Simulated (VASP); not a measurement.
Set up this calculation in VASP 6.6.1, as the native input.

```yaml
Task: single point
Functional: PBE
Potentials_or_basis: VASP PAW PBE potentials, release 64 (Li_sv)
Cutoff: 520 eV
k_mesh: 13 × 13 × 13
Occupations: methfessel-paxton, width 0.01 eV
Spin: no spin polarisation
Dipole_correction: no
Further_INCAR_settings: ALGO = Normal; EDIFF = 1e-07; NBANDS = 8
```

The structure of Li lies in POSCAR:

```
Li
1.0
   -1.7154150880      1.7154150880      1.7154150880
    1.7154150880     -1.7154150880      1.7154150880
    1.7154150880      1.7154150880     -1.7154150880
Li
1
Direct
    0.0000000000      0.0000000000      0.0000000000
```

The input as run:

INCAR

```
PREC     = Accurate       # precision mode
ENCUT    = 520            # plane-wave cutoff, eV
EDIFF    = 1E-7           # SCF threshold, eV
ISMEAR   = 1              # smearing method
SIGMA    = 0.01           # smearing width, eV
LREAL    = False          # projectors in reciprocal space
LASPH    = True           # aspherical terms in the spheres
NELM     = 80             # most SCF steps
ALGO     = Normal         # electronic algorithm
ISIF     = 2              # what is computed and relaxed
LWAVE    = False          # write WAVECAR
LCHARG   = True           # write CHGCAR
GGA      = PE             # functional
LELF     = True           # ELF
LVHAR    = True         
NBANDS   = 8              # bands
```

KPOINTS

```
regular mesh
0
Gamma
  13 13 13
```

Potentials or basis: VASP PAW PBE potentials, release 64 (Li_sv).

Command:

```console
$ cat potpaw_PBE.64/Li_sv/POTCAR > POTCAR
$ mpirun -np 1 vasp_std > vasp.out
```

Wall time 5 s on 1 thread of Intel(R) Xeon(R) Platinum 8488C (Sapphire Rapids) (shared host), peak memory 0.12 GiB.
